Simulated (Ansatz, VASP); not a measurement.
Two plane-wave programs on PtSe2

```
CELL_PARAMETERS angstrom
3.72400 0.00000 0.00000
-1.86200 3.22508 0.00000
0.00000 0.00000 5.06200
ATOMIC_POSITIONS crystal
Pt 0.00000 0.00000 0.00000
Se 0.66667 0.33333 0.75000
Se 0.33333 0.66667 0.25000
```

Alike in both runs: functional r2SCAN; k mesh 6 × 6 × 4; occupations fermi-dirac, width 0.05 eV; non-collinear spin, spin-orbit coupling.

|  | VASP | Ansatz |
| --- | --- | --- |
| version | VASP 6.6.1 | Ansatz 0.2.0 |
| potentials or method | VASP PAW PBE potentials, release 64 (Pt, Se) | Ansatz PAW |
| plane-wave cutoff (eV) | 520 | 500 |
| valence electrons in the cell | 22 | 50 |
| task | single point | band structure |

```csv
,VASP,Ansatz,Ansatz less VASP
pressure (GPa),5.2,4.9,-0.25
"traceless stress, the component that is largest in VASP (GPa)",0.10,0.21,+0.114
rms of the force components (eV/Å),0.186,0.167,-0.0186
net moment per atom (μB),0.00,0.00,0.000
```

VASP's potentials were made for PBE, not for r2SCAN. Atom by atom the forces differ by 0.019 eV/Å (rms over components). VASP's potentials hold 22 valence electrons a cell and Ansatz's 50, so a difference there can come from the potentials and not from the codes.
